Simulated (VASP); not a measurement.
ScSbSe3: single point with PBE

The system is ScSbSe3.

```
Sc Sb Se
1.0
     5.66124    0.00000    0.00000
    -2.83062    4.90278    0.00000
     0.00000    0.00000    5.70551
Sc Sb Se
1 1 3
Direct
  0.00000 0.00000 0.50000
  0.00000 0.00000 0.00000
  0.50000 0.00000 0.50000
  0.00000 0.50000 0.50000
  0.50000 0.50000 0.50000
```

The cell was generated, and may not be a known phase.

- Program: VASP 6.6.1
- Task: single point
- Functional: PBE
- Potentials or basis: VASP PAW PBE potentials, release 64 (Sc_sv, Sb, Se)
- Cutoff: 520 eV
- k mesh: 3 × 3 × 4
- Occupations: gaussian, width 0.1 eV
- Spin: no spin polarisation
- Dipole correction: no
- Further INCAR settings: ALGO = Normal; EDIFF = 1e-06; NBANDS = 25

The pressure is -0.1 GPa. The band gap on the k mesh is zero (bands 17 and 18 overlap by 0.62 eV).

Levels at points of the mesh, in eV from the Fermi level:
| k point | band 15 | band 16 | band 17 | band 18 | band 19 | band 20 |
| --- | --- | --- | --- | --- | --- | --- |
| (0.00, 0.00, 0.00) | 0.03 | 0.23 | 0.23 | 1.09 | 1.09 | 1.38 |
| (0.00, 0.00, 0.50) | -0.87 | -0.84 | -0.84 | 1.38 | 1.89 | 1.89 |

Run time: 75 s on 1 thread of Oxide Virtual Turin-like Processor (shared host), peak memory 0.23 GiB.

Caveat: the k points lie up to 0.43 Å⁻¹ apart, too coarse for converged energies and pressures of a metal; spin-orbit coupling is left out, which moves the levels of the heavy elements.
